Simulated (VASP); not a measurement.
Wanted: the native input for a VASP 6.6.1 run.

```
Task                   : single point
Functional             : revPBE
Potentials or basis    : VASP PAW PBE potentials, release 64 (Y_sv)
Cutoff                 : 520 eV
k mesh                 : 5 × 5 × 5
Occupations            : fermi-dirac, width 0.1 eV
Spin                   : no spin polarisation
Dipole correction      : no
Further INCAR settings : ALGO = Normal; EDIFF = 1e-06; NBANDS = 54
```

The structure of Y lies in POSCAR:

```
Y
1.0
    6.5395882422      0.0000000000      0.0000000000
    0.0000000000      6.5395882422      0.0000000000
    0.0000000000      0.0000000000      6.5395882422
Y
8
Direct
    1.0000000000      0.0000000000      1.0000000000
    0.5000000000      0.5000000000      0.5000000000
    0.2500000000      1.0000000000      0.5000000000
    0.7500000000      1.0000000000      0.5000000000
    0.5000000000      0.2500000000      1.0000000000
    0.5000000000      0.7500000000      1.0000000000
    0.0000000000      0.5000000000      0.2500000000
    0.0000000000      0.5000000000      0.7500000000
```

One way to write it, as run:

INCAR

```
ALGO     = Normal         # electronic algorithm
EDIFF    = 1E-6           # SCF threshold, eV
ENCUT    = 520            # plane-wave cutoff, eV
GGA      = RE             # functional
ISIF     = 2              # what is computed and relaxed
ISMEAR   = -1             # smearing method
LASPH    = T              # aspherical terms in the spheres
LCHARG   = F              # write CHGCAR
LREAL    = F              # projectors in reciprocal space
LWAVE    = F              # write WAVECAR
NBANDS   = 54             # bands
NELM     = 100            # most SCF steps
PREC     = Accurate       # precision mode
SIGMA    = 0.1            # smearing width, eV
```

KPOINTS

```
k-points
0
Gamma
  5 5 5
```

Potentials or basis: VASP PAW PBE potentials, release 64 (Y_sv).

Command:

```bash
$ cat potpaw_PBE.64/Y_sv/POTCAR > POTCAR
$ mpirun -np 1 vasp_std > vasp.out
```

It gave:

```yaml
Pressure: -0.1 GPa
Band_gap_on_the_k_mesh: zero (band 44 reaches 2.92 eV, above the bottom of band 45 at 2.51 eV)
```

Caveat: the PAW data sets were made with another functional, which shifts forces and pressure a little.

Run time: 5.4 min on 1 thread of Intel(R) Xeon(R) Platinum 8259CL CPU @ 2.50GHz (Skylake/Cascade Lake) (shared host), peak memory 0.39 GiB.
